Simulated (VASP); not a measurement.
Wanted: the native input for a VASP 6.6.1 run.

```yaml
Task: single point
Functional: PBE
Potentials_or_basis: VASP PAW PBE potentials, release 64 (Be, Mg, Zn, Se, Te)
Cutoff: 600 eV
k_mesh: 4 × 3 × 2
Occupations: gaussian, width 0.02 eV
Spin: no spin polarisation
Dipole_correction: no
Further_INCAR_settings: ALGO = Normal; EDIFF = 1e-06; NBANDS = 61
```

The structure of Mg5Be4ZnTe8Se2 lies in POSCAR:

```
Mg5Be4ZnTe8Se2
1.0
    2.9954020000      2.9845220000      6.0710110000
   -2.9837970000     -2.9958710000      6.0708830000
    9.0877950000     -6.0993260000      3.0498520000
Be Mg Zn Se Te
4 5 1 2 8
Direct
    0.1030056749      0.4992833057      0.7882719783
    0.6049849670      0.9973302689      0.7870297046
    0.3026491540      0.5097556224      0.4106541063
    0.8036193294      0.0085420961      0.4112179393
    0.2010605816      0.9933388870      0.5831073051
    0.9957556569      0.9968794406      0.9971758186
    0.3829506984      0.9928127066      0.2153215236
    0.5006848476      0.4954228674      0.9931146907
    0.8826367598      0.4931307334      0.2211855437
    0.7025105546      0.4960910940      0.5872148633
    0.6533173446      0.3585972137      0.4101676909
    0.1532720014      0.8549646941      0.4007481196
    0.5949932891      0.8823012281      0.5950130149
    0.4672176820      0.3593539929      0.7844514140
    0.9605395254      0.8575458430      0.7920638958
    0.3987066559      0.8914793383      0.9803928041
    0.7734714547      0.8915406829      0.2281661196
    0.0846516616      0.3932468105      0.5953030618
    0.9014275673      0.3915257785      0.9836995028
    0.2788496736      0.3899246293      0.2259700328
```

The input as run:

INCAR

```
SYSTEM = Mg5Be4ZnTe8Se2
PREC = Accurate
ENCUT = 600
EDIFF = 1E-6
ISMEAR = 0
SIGMA = 0.02
LREAL = .FALSE.
LASPH = .TRUE.
NELM = 120
ALGO = Normal
ISIF = 2
LWAVE = .FALSE.
LCHARG = .FALSE.
GGA = PE
NBANDS = 61
GGA_COMPAT = .FALSE.
```

KPOINTS

```
Automatic mesh
0
G
  4 3 2
  0 0 0
```

Potentials or basis: VASP PAW PBE potentials, release 64 (Be, Mg, Zn, Se, Te).

Command:

```bash
$ cat potpaw_PBE.64/Be/POTCAR potpaw_PBE.64/Mg/POTCAR potpaw_PBE.64/Zn/POTCAR potpaw_PBE.64/Se/POTCAR potpaw_PBE.64/Te/POTCAR > POTCAR
$ mpirun -np 1 vasp_std > vasp.out
```

Results of the run:

```
Pressure               : 0.0 GPa
Largest force          : 0.042 eV/Å
Band gap on the k mesh : 1.82 eV (least direct gap 1.84 eV)
```

Caveat: spin-orbit coupling is left out, which moves the levels of the heavy elements; an odd mesh through Γ misses points on the zone boundary, where band edges can lie.

Run time: 30 min on 1 thread of Intel Xeon 8259CL, with other jobs on the host, peak memory 1.1 GiB.
